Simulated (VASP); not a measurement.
# W2O (antifluorite type) (Fm-3m) in VASP: notebook

W2O (antifluorite type) is run at these levels: PBE; tasks: single point.

Program: VASP 6.6.1. These are calculated values, not measurements. Logs are shortened: lines on timing, memory, paths and dates and some standing lists are left out, and cuts for length are marked.

## (1) The cell of the first run

It takes space group Fm-3m (No. 225, cubic). The conventional cell has a = 5.396 Å, b = 5.396 Å, c = 5.396 Å, α = 90.00°, β = 90.00°, γ = 90.00°. W (site symmetry -43m) has 4 O at 2.34 Å and 6 W at 2.70 Å within 3.1 Å. O (site symmetry m-3m) has 8 W at 2.34 Å within 3.1 Å.

## (2) Single point, PBE

INCAR reads:

```
PREC = Accurate ; ENCUT = 520
EDIFF = 1E-6 ; ISMEAR = -1
SIGMA = 0.06122561905347299 ; LREAL = F
LASPH = T ; NELM = 60
ALGO = Normal ; ISIF = 2
LWAVE = F ; LCHARG = F
GGA = PE ; NBANDS = 24
```

KPOINTS reads:

```
Automatic mesh
0
Gamma
  34 34 34
```

POSCAR reads:

```
W2O
1.0
    0.0000000000      2.6980077125      2.6980077125
    2.6980077125      0.0000000000      2.6980077125
    2.6980077125      2.6980077125      0.0000000000
W O
2 1
Direct
    0.2500000000      0.2500000000      0.2500000000
    0.7500000000      0.7500000000      0.7500000000
    0.0000000000      0.0000000000      0.0000000000
```

Potentials or basis: VASP PAW PBE potentials, release 64 (W_sv, O).

The run is started by

```sh
$ cat potpaw_PBE.64/W_sv/POTCAR potpaw_PBE.64/O/POTCAR > POTCAR
$ mpirun -np 1 vasp_std > vasp.out
```

OUTCAR:

```text
PREC = Accurate
   ENCUT = 520
   EDIFF = 1E-6
   ISMEAR = -1
   LREAL = F
   LASPH = T
   NELM = 60
   ISIF = 2
   GGA = PE

 ion  position               nearest neighbor table
   1  0.250  0.250  0.250-   3 2.34   3 2.34   3 2.34   3 2.34   2 2.70   2 2.70   2 2.70   2 2.70
                             2 2.70   2 2.70
   2  0.750  0.750  0.750-   3 2.34   3 2.34   3 2.34   3 2.34   1 2.70   1 2.70   1 2.70   1 2.70
                             1 2.70   1 2.70
   3  0.000  0.000  0.000-   2 2.34   2 2.34   2 2.34   1 2.34   1 2.34   1 2.34   2 2.34   1 2.34

  LATTYP: Found a face centered cubic cell.
 ALAT       =     5.3960154250

  Lattice vectors:

 A1 = (   0.0000000000,   2.6980077125,   2.6980077125)
 A2 = (   2.6980077125,   0.0000000000,   2.6980077125)
 A3 = (   2.6980077125,   2.6980077125,   0.0000000000)

Analysis of symmetry for initial positions (statically):
=====================================================================
 Subroutine PRICEL returns:
 Original cell was already a primitive cell.

 Routine SETGRP: Setting up the symmetry group for a
 face centered cubic supercell.

 Subroutine GETGRP returns: Found 48 space group operations
 (whereof 48 operations were pure point group operations)
 out of a pool of 48 trial point group operations.

The static configuration has the point symmetry O_h .

Analysis of symmetry for dynamics (positions and initial velocities):
=====================================================================
 Subroutine PRICEL returns:
 Original cell was already a primitive cell.

 Routine SETGRP: Setting up the symmetry group for a
 face centered cubic supercell.

 Subroutine GETGRP returns: Found 48 space group operations
 (whereof 48 operations were pure point group operations)
 out of a pool of 48 trial point group operations.

The dynamic configuration has the point symmetry O_h .

 Subroutine INISYM returns: Found 48 space group operations
 (whereof 48 operations are pure point group operations),
 and found     1 'primitive' translations

----------------------------------------------------------------------------------------

                                     Primitive cell

  volume of cell :      39.2789

  direct lattice vectors                    reciprocal lattice vectors
     0.000000000  2.698007712  2.698007712    -0.185321931  0.185321931  0.185321931
     2.698007712  0.000000000  2.698007712     0.185321931 -0.185321931  0.185321931
     2.698007712  2.698007712  0.000000000     0.185321931  0.185321931 -0.185321931

  length of vectors
     3.815559098  3.815559098  3.815559098     0.320987001  0.320987001  0.320987001

  position of ions in fractional coordinates (direct lattice)
     0.250000000  0.250000000  0.250000000
     0.750000000  0.750000000  0.750000000
     0.000000000  0.000000000  0.000000000

  ion indices of the primitive-cell ions
   primitive index   ion index
                 1           1
                 2           2
                 3           3

----------------------------------------------------------------------------------------

 KPOINTS: Automatic mesh

Automatic generation of k-mesh.
 Grid dimensions read from file:
 generate k-points for:   34   34   34

 Generating k-lattice:

  Cartesian coordinates                     Fractional coordinates (reciprocal lattice)
    -0.005450645  0.005450645  0.005450645     0.029411765  0.000000000  0.000000000
     0.005450645 -0.005450645  0.005450645     0.000000000  0.029411765  0.000000000
     0.005450645  0.005450645 -0.005450645     0.000000000  0.000000000  0.029411765

  Length of vectors
     0.009440794  0.009440794  0.009440794

  Shift w.r.t. Gamma in fractional coordinates (k-lattice)
     0.000000000  0.000000000  0.000000000

 Subroutine IBZKPT returns following result:
 ===========================================

 Found   1059 irreducible k-points:

 Following reciprocal coordinates:
            Coordinates               Weight
  0.000000  0.000000  0.000000      1.000000
  0.029412  0.000000  0.000000      8.000000
  0.058824  0.000000  0.000000      8.000000
  0.088235  0.000000  0.000000      8.000000
  0.117647  0.000000  0.000000      8.000000
  0.147059  0.000000  0.000000      8.000000
[... 16 lines left out ...]
  0.147059  0.029412  0.000000     24.000000
  0.176471  0.029412  0.000000     24.000000
 [... further k-points ...]
   k-points           NKPTS =   1059   k-points in BZ     NKDIM =   1059   number of bands    NBANDS=     24
   number of dos      NEDOS =    301   number of ions     NIONS =      3
   total plane-waves  NPLWV =  21952
   dimension x,y,z NGX =    28 NGY =   28 NGZ =   28
   dimension x,y,z NGXF=    56 NGYF=   56 NGZF=   56
   ions per type =               2   1
   NGX,Y,Z   is equivalent  to a cutoff of  12.20, 12.20, 12.20 a.u.
   NGXF,Y,Z  is equivalent  to a cutoff of  24.40, 24.40, 24.40 a.u.
 SYSTEM =  unknown system
   PREC   = accura    normal or accurate (medium, high low for compatibility)
   ISTART =      0    job   : 0-new  1-cont  2-samecut
   ICHARG =      2    charge: 1-file 2-atom 10-const
   ISPIN  =      1    spin polarized calculation?
   LNONCOLLINEAR =      F non collinear calculations
   LSORBIT =      F    spin-orbit coupling
   LASPH  =      T    aspherical Exc in radial PAW
   ENCUT  =  520.0 eV  38.22 Ry    6.18 a.u.   7.09  7.09  7.09*2*pi/ulx,y,z
   NELM   =     60;   NELMIN=  2; NELMDL= -5     # of ELM steps
   EDIFF  = 0.1E-05   stopping-criterion for ELM
   LREAL  =      F    real-space projection
   EDIFFG = 0.1E-04   stopping-criterion for IOM
   NSW    =      0    number of steps for IOM
   IBRION =     -1    ionic relax: 0-MD 1-quasi-New 2-CG
   NFREE  =      0    steps in history (QN), initial steepest desc. (CG)
   ISIF   =      2    stress and relaxation
   ISYM   =      2    0-nonsym 1-usesym 2-fastsym
   POTIM  = 0.5000    time-step for ionic-motion
   TEBEG  =    0.0;   TEEND  =   0.0 temperature during run
   PSTRESS=    0.0 pullay stress
   NELECT =      34.0000    total number of electrons
   NUPDOWN=      -1.0000    fix difference up-down
   EMIN   =  10.00;   EMAX   =-10.00  energy-range for DOS
   EFERMI =   0.00;   METHOD = LEGACY
   ISMEAR =    -1;   SIGMA  =   0.06  broadening in eV -4-tet -1-fermi 0-gaus
   EFERMI_NEDOS =   21; number of points for ismear=-14 and -15
   IALGO  =     38    algorithm
   IMIX   =      4    mixing-type and parameters
     AMIX     =   0.40;   BMIX     =  1.00
     AMIX_MAG =   1.60;   BMIX_MAG =  1.00
  volume/ion in A,a.u.               =      13.09        88.36
  Fermi-wavevector in a.u.,A,eV,Ry     =   1.560204  2.948357 33.119783  2.434235
  Thomas-Fermi vector in A             =   2.663450
   LORBIT       =      0    0 simple, 1 ext, 2 COOP (PROOUT), +10 PAW based schemes
   GGA     = PE    functional components
   LHFCALC =     F    Hartree Fock is set to
   AEXX    =    0.0000 exact exchange contribution
   IVDW    =     0    specifies the selected vdW correction
   LEPSILON=     F    determine dielectric tensor
   LRPA    =     F    only Hartree local field effects (RPA)
 non-spin polarized calculation
  energy-cutoff  :      520.00
  volume of cell :       39.28
 maximum number of plane-waves:      1073
   NGX = 15   NGY = 15   NGZ = 15

 number of electron      34.0000002 magnetization

 Free energy of the ion-electron system (eV)
  ---------------------------------------------------
  ext. energy  EPLUGINS =         0.00000000
  ---------------------------------------------------
  free energy    TOTEN  =       -27.50457257 eV

  energy without entropy =      -27.45909555  energy(sigma->0) =      -27.48183406

 E-fermi :  10.8896     XC(G=0): -13.2587

 val. band max:       10.8881238310   @ k =  -0.4412   0.3529   0.0000
 cond. band min:      10.8902522598   @ k =  -0.4706   0.1176   0.0588
 fundamental gap:      0.0021284288
 Fermi energy:        10.8896223598

 k-point     1 :       0.0000    0.0000    0.0000
  band No.  band energies     occupation
      1     -63.7372      2.00000
      2     -63.5215      2.00000
      3     -28.2741      2.00000
      4     -28.2741      2.00000
      5     -28.2741      2.00000
      6     -27.4990      2.00000
[... 16 lines left out ...]
     23      17.1878      0.00000
     24      20.0335      0.00000

 k-point     2 :       0.0294    0.0000    0.0000
  band No.  band energies     occupation
      1     -63.7367      2.00000
      2     -63.5220      2.00000
      3     -28.2730      2.00000
      4     -28.2726      2.00000
      5     -28.2726      2.00000
      6     -27.5014      2.00000
[... 16 lines left out ...]
     23      17.0735      0.00000
     24      19.9352      0.00000

 k-point     3 :       0.0588    0.0000    0.0000
  band No.  band energies     occupation
      1     -63.7353      2.00000
      2     -63.5233      2.00000
      3     -28.2697      2.00000
      4     -28.2683      2.00000
      5     -28.2683      2.00000
      6     -27.5088      2.00000
[... 16 lines left out ...]
     23      16.7749      0.00000
     24      19.6557      0.00000

 k-point     4 :       0.0882    0.0000    0.0000
  band No.  band energies     occupation
      1     -63.7330      2.00000
      2     -63.5255      2.00000
      3     -28.2641      2.00000
      4     -28.2610      2.00000
      5     -28.2610      2.00000
      6     -27.5209      2.00000
[... 16 lines left out ...]
     23      16.3692      0.00000
     24      19.2356      0.00000

 k-point     5 :       0.1176    0.0000    0.0000
  band No.  band energies     occupation
      1     -63.7298      2.00000
      2     -63.5286      2.00000
      3     -28.2564      2.00000
      4     -28.2510      2.00000
      5     -28.2510      2.00000
      6     -27.5375      2.00000
[... 451 lines left out ...]
 k-point    22 :       0.1176    0.0294    0.0000
  band No.  band energies     occupation
      1     -63.7305      2.00000
      2     -63.5279      2.00000
      3     -28.2680      2.00000
      4     -28.2657      2.00000
      5     -28.2314      2.00000
      6     -27.5564      2.00000
[... 16 lines left out ...]
     23      16.3545      0.00000
     24      18.9836      0.00000

 k-point    23 :       0.1471    0.0294    0.0000
  band No.  band energies     occupation
      1     -63.7267      2.00000
      2     -63.5315      2.00000
      3     -28.2608      2.00000
      4     -28.2567      2.00000
      5     -28.2146      2.00000
      6     -27.5797      2.00000
[... 16 lines left out ...]
     23      15.8918      0.00000
     24      18.4430      0.00000

 k-point    24 :       0.1765    0.0294    0.0000
  band No.  band energies     occupation
      1     -63.7221      2.00000
      2     -63.5360      2.00000
      3     -28.2512      2.00000
      4     -28.2449      2.00000
      5     -28.1955      2.00000
      6     -27.6062      2.00000
[... 16 lines left out ...]
     23      15.4076      0.00000
     24      17.8903      0.00000

 [... further k-points ...]

------------------------ aborting loop because EDIFF is reached ----------------------------------------

  FORCE on cell =-STRESS in cart. coord.  units (eV):
  Direction    XX          YY          ZZ          XY          YZ          ZX
  --------------------------------------------------------------------------------------
  -------------------------------------------------------------------------------------
  Total        3.8646595      3.8646595      3.8646595     -0.0000000      0.0000000      0.0000000
  in kB      157.6384873    157.6384873    157.6384873     -0.0000000      0.0000000      0.0000000
  external PRESSURE =     157.6384873 kB  Pullay stress =       0.0000000 kB

 VOLUME and BASIS-vectors are now :
 -----------------------------------------------------------------------------
  energy-cutoff  :      520.00
  volume of cell :       39.28
      direct lattice vectors                 reciprocal lattice vectors
     0.000000000  2.698007712  2.698007712    -0.185321931  0.185321931  0.185321931
     2.698007712  0.000000000  2.698007712     0.185321931 -0.185321931  0.185321931
     2.698007712  2.698007712  0.000000000     0.185321931  0.185321931 -0.185321931

 POSITION                                       TOTAL-FORCE (eV/Angst)
 -----------------------------------------------------------------------------------
      1.34900      1.34900      1.34900         0.000000      0.000000      0.000000
      4.04701      4.04701      4.04701        -0.000000     -0.000000     -0.000000
      0.00000      0.00000      0.00000         0.000000     -0.000000      0.000000
 -----------------------------------------------------------------------------------
    total drift:                                0.000000      0.000000      0.000000

  FREE ENERGIE OF THE ION-ELECTRON SYSTEM (eV)
  ---------------------------------------------------
  free  energy   TOTEN  =       -27.5045725712 eV

  energy  without entropy=      -27.4590955512  energy(sigma->0) =      -27.48183406
```

Run time: 5.4 min. Hardware: 1 thread of Intel Xeon 6975P-C (Granite Rapids), shared host; peak memory 0.84 GiB.

What came out:

- Free energy: -27.5046 eV
- Pressure: 15.8 GPa
- Band gap on the k mesh: zero (bands 17 and 18 overlap by 1.08 eV)

Caveat: the cell stands under pressure; spin-orbit coupling is left out, which moves the levels of the heavy elements.

## (3) Single point, PBE

This run uses another cell than the first one, of 14.21 Å³/atom.

INCAR reads:

```
PREC = Accurate
ENCUT = 520
EDIFF = 1E-7
ISMEAR = -1
SIGMA = 0.06122561905347299
LREAL = F
LASPH = T
NELM = 80
ALGO = Normal
ISIF = 2
LWAVE = F
LCHARG = T
GGA = PE
LELF = T
LVHAR = T
NBANDS = 24
```

KPOINTS reads:

```
regular mesh
0
Gamma
  34 34 34
```

POSCAR reads:

```
W2O
1.0
    0.0000000000      2.7724727921      2.7724727921
    2.7724727921      0.0000000000      2.7724727921
    2.7724727921      2.7724727921      0.0000000000
W O
2 1
Direct
    0.2500000000      0.2500000000      0.2500000000
    0.7500000000      0.7500000000      0.7500000000
    0.0000000000      0.0000000000      0.0000000000
```

Potentials or basis: VASP PAW PBE potentials, release 64 (W_sv, O).

The run is started by

```sh
$ cat potpaw_PBE.64/W_sv/POTCAR potpaw_PBE.64/O/POTCAR > POTCAR
$ mpirun -np 1 vasp_std > vasp.out
```

OUTCAR:

```text
PREC = Accurate
   ENCUT = 520
   EDIFF = 1E-7
   ISMEAR = -1
   LREAL = F
   LASPH = T
   NELM = 80
   ISIF = 2
   GGA = PE

 ion  position               nearest neighbor table
   1  0.250  0.250  0.250-   3 2.40   3 2.40   3 2.40   3 2.40   2 2.77   2 2.77   2 2.77   2 2.77
                             2 2.77   2 2.77
   2  0.750  0.750  0.750-   3 2.40   3 2.40   3 2.40   3 2.40   1 2.77   1 2.77   1 2.77   1 2.77
                             1 2.77   1 2.77
   3  0.000  0.000  0.000-   2 2.40   2 2.40   2 2.40   1 2.40   2 2.40   1 2.40   1 2.40   1 2.40

  LATTYP: Found a face centered cubic cell.
 ALAT       =     5.5449455842

  Lattice vectors:

 A1 = (   0.0000000000,   2.7724727921,   2.7724727921)
 A2 = (   2.7724727921,   0.0000000000,   2.7724727921)
 A3 = (   2.7724727921,   2.7724727921,   0.0000000000)

Analysis of symmetry for initial positions (statically):
=====================================================================
 Subroutine PRICEL returns:
 Original cell was already a primitive cell.

 Routine SETGRP: Setting up the symmetry group for a
 face centered cubic supercell.

 Subroutine GETGRP returns: Found 48 space group operations
 (whereof 48 operations were pure point group operations)
[... 166 lines left out ...]
 E-fermi :   9.7117     XC(G=0): -12.8016

 val. band max:        9.7104693144   @ k =   0.3824   0.0294   0.0000
 cond. band min:       9.7127607234   @ k =  -0.3235   0.1471   0.0000
 fundamental gap:      0.0022914090
 Fermi energy:         9.7117082026

 k-point     1 :       0.0000    0.0000    0.0000
  band No.  band energies     occupation
      1     -64.9593      2.00000
      2     -64.8079      2.00000
      3     -29.3856      2.00000
      4     -29.3856      2.00000
      5     -29.3856      2.00000
      6     -28.7829      2.00000
[... 637 lines left out ...]
     23      13.7261      0.00000
     24      16.0489      0.00000

 [... further k-points ...]

------------------------ aborting loop because EDIFF is reached ----------------------------------------

  FORCE on cell =-STRESS in cart. coord.  units (eV):
  Direction    XX          YY          ZZ          XY          YZ          ZX
  --------------------------------------------------------------------------------------
  -------------------------------------------------------------------------------------
  Total       -0.9457651     -0.9457651     -0.9457651      0.0000000      0.0000000      0.0000000
  in kB      -35.5518343    -35.5518343    -35.5518343      0.0000000      0.0000000      0.0000000
  external PRESSURE =     -35.5518343 kB  Pullay stress =       0.0000000 kB

 VOLUME and BASIS-vectors are now :
 -----------------------------------------------------------------------------
  energy-cutoff  :      520.00
  volume of cell :       42.62
      direct lattice vectors                 reciprocal lattice vectors
     0.000000000  2.772472792  2.772472792    -0.180344421  0.180344421  0.180344421
     2.772472792  0.000000000  2.772472792     0.180344421 -0.180344421  0.180344421
     2.772472792  2.772472792  0.000000000     0.180344421  0.180344421 -0.180344421

 POSITION                                       TOTAL-FORCE (eV/Angst)
 -----------------------------------------------------------------------------------
      1.38624      1.38624      1.38624         0.000000      0.000000     -0.000000
      4.15871      4.15871      4.15871        -0.000000     -0.000000      0.000000
      0.00000      0.00000      0.00000         0.000000      0.000000      0.000000
 -----------------------------------------------------------------------------------
    total drift:                               -0.000000      0.000000      0.000000

  FREE ENERGIE OF THE ION-ELECTRON SYSTEM (eV)
  ---------------------------------------------------
  free  energy   TOTEN  =       -27.6218781889 eV

  energy  without entropy=      -27.5693291673  energy(sigma->0) =      -27.59560368
```

stdout:

```text
POSCAR found type information on POSCAR W O
 POSCAR found :  2 types and       3 ions
 scaLAPACK will be used
 LDA part: xc-table for (Slater+PW92), standard interpolation
 POSCAR, INCAR and KPOINTS ok, starting setup
 FFT: planning ... GRIDC
 FFT: planning ... GRID_SOFT
 FFT: planning ... GRID
 WAVECAR not read
 entering main loop
```

It took 29 min on 1 thread of Oxide Virtual Turin-like, shared host; peak memory 0.87 GiB.

Results:

```yaml
Free_energy: -27.6219 eV
Pressure: -3.6 GPa
Band_gap_on_the_k_mesh: zero (bands 17 and 18 overlap by 1.14 eV)
```

Levels at points of the mesh, in eV from the Fermi level:
```
           k point  band 14  band 15  band 16  band 17  band 18  band 19  band 20  band 21
(0.00, 0.00, 0.00)    -4.35    -4.35     0.38     0.38     0.38     3.08     3.08     3.08
(0.50, 0.00, 0.00)    -1.77    -1.77    -0.58    -0.54    -0.54    -0.14    -0.14     0.79
(0.50, 0.50, 0.00)    -3.47    -3.43    -0.29     0.58     0.58     0.75     0.75     2.96
```

Caveat: the cell stands under tension; spin-orbit coupling is left out, which moves the levels of the heavy elements.
